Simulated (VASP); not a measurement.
Set up this calculation in VASP 6.6.1, as the native input.

```
Task                   : relaxation of cell and atoms
Functional             : PBE
Potentials or basis    : VASP PAW PBE potentials, release 64 (Cs_sv, H)
Cutoff                 : 600 eV
k mesh                 : 12 × 12 × 12
Occupations            : gaussian, width 0.1 eV
Spin                   : no spin polarisation
Dipole correction      : no
Further INCAR settings : ALGO = Normal; EDIFF = 1e-06; IBRION = 2; EDIFFG = -0.01; NSW = 100; ISIF = 3
```

The structure of CsH2 lies in POSCAR:

```
CsH2
1.0
   -2.6461366487      2.6461366487      4.5932045498
    2.6461366487     -2.6461366487      4.5932045498
    2.6461366487      2.6461366487     -4.5932045498
Cs H
1 2
Direct
    0.0000000000      0.0000000000      0.0000000000
    0.5415622403      0.5415622403      0.0000000000
    0.4584377597      0.4584377597      0.0000000000
```

The cell was generated, and may not be a known phase.

The input as run:

INCAR

```
  ALGO = Normal
  EDIFF = 1E-6
  EDIFFG = -0.01
  ENCUT = 600
  GGA = PE
  IBRION = 2
  ISIF = 3
  ISMEAR = 0
  LASPH = True
  LCHARG = False
  LREAL = False
  LWAVE = False
  NELM = 60
  NSW = 100
  PREC = Accurate
  SIGMA = 0.1
```

KPOINTS

```
k-points
0
Gamma
  12 12 12
```

Potentials or basis: VASP PAW PBE potentials, release 64 (Cs_sv, H).

Command:

```console
$ cat potpaw_PBE.64/Cs_sv/POTCAR potpaw_PBE.64/H/POTCAR > POTCAR
$ mpirun -np 1 vasp_std > vasp.out
```

Results of the run:

```json
{
  "Relaxed volume": "42.88 Å³/atom",
  "Relaxed cell": "a = 5.924 Å, b = 5.924 Å, c = 5.924 Å, α = 126.94°, β = 126.94°, γ = 78.35°",
  "Space group after relaxing (to 0.1 Å)": "I4/mmm (No. 139)",
  "Energy gained by relaxing": "0.0 meV/atom",
  "Ionic steps": "3",
  "Pressure after relaxing": "0.0 GPa",
  "Largest force after relaxing": "0.004 eV/Å",
  "Band gap on the k mesh": "zero (an odd number of electrons rules out a gap without spin polarisation)"
}
```

Caveat: spin-orbit coupling is left out, which moves the levels of the heavy elements.

It took 6 min on 1 thread of Intel(R) Xeon(R) Platinum 8259CL CPU @ 2.50GHz (Skylake/Cascade Lake), with other jobs on the host, peak memory 0.52 GiB.
